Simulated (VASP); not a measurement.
# Zn4Se3S: single point with PBE

The system is Zn4Se3S.

```
Zn Se S
1.0
     4.00154    0.00000    0.00000
     0.00000    8.00889    0.00000
     0.00000    0.00000    5.65693
Zn Se S
4 3 1
Cartesian
  0.0000 5.9323 5.6200
  2.0008 4.0044 2.9286
  0.0000 2.0766 5.6200
  2.0008 0.0000 2.7988
  2.0008 5.9652 1.4149
  2.0008 2.0437 1.4149
  0.0000 0.0000 4.2477
  0.0000 4.0044 4.2397
```

```
Program             : VASP 6.6.1
Task                : single point
Functional          : PBE
Potentials or basis : VASP PAW PBE potentials, release 64 (Zn, Se, S)
Cutoff              : 520 eV
k mesh              : 8 × 4 × 6
Occupations         : gaussian, width 0.02 eV
Spin                : no spin polarisation
```

```json
{
 "Pressure": "0.2 GPa",
 "Largest force": "0.005 eV/Å",
 "Band gap on the k mesh": "1.28 eV, direct"
}
```

Forces on the atoms (eV/Å):
```
Zn   0.000 -0.003 -0.004
Zn   0.000  0.000  0.004
Zn   0.000  0.003 -0.004
Zn   0.000  0.000  0.000
Se   0.000 -0.001  0.001
Se   0.000  0.001  0.001
Se   0.000  0.000  0.002
S    0.000  0.000  0.001
```

Levels at points of the mesh, in eV from the valence-band top:
| k point | band 33 | band 34 | band 35 | band 36 | band 37 | band 38 | band 39 | band 40 |
| --- | --- | --- | --- | --- | --- | --- | --- | --- |
| (0.00, 0.00, 0.00) | -0.75 | -0.07 | -0.05 | 0.00 | 1.28 | 3.07 | 3.51 | 4.09 |
| (0.50, 0.00, 0.00) | -2.11 | -2.05 | -1.06 | -0.75 | 2.97 | 3.19 | 3.53 | 3.55 |
| (0.00, 0.50, 0.00) | -1.01 | -0.79 | -0.37 | -0.07 | 2.96 | 3.05 | 3.59 | 3.82 |
| (0.50, 0.50, 0.00) | -2.03 | -1.85 | -1.82 | -1.69 | 4.07 | 4.16 | 4.23 | 4.26 |
| (0.00, 0.00, 0.50) | -0.90 | -0.84 | -0.82 | -0.70 | 2.54 | 2.67 | 3.82 | 3.94 |
| (0.50, 0.00, 0.50) | -1.05 | -0.90 | -0.87 | -0.71 | 2.54 | 2.65 | 5.41 | 5.45 |
| (0.00, 0.50, 0.50) | -0.99 | -0.91 | -0.89 | -0.88 | 3.22 | 3.45 | 3.52 | 3.56 |
| (0.50, 0.50, 0.50) | -1.62 | -1.50 | -1.36 | -1.31 | 4.05 | 4.25 | 4.26 | 4.30 |

Wall time 5.4 min on 1 thread of Intel(R) Xeon(R) Platinum 8375C CPU @ 2.90GHz (Ice Lake), with other jobs on the host, peak memory 0.52 GiB.

A hybrid or GW would open this gap; PBE tends to underestimate it.
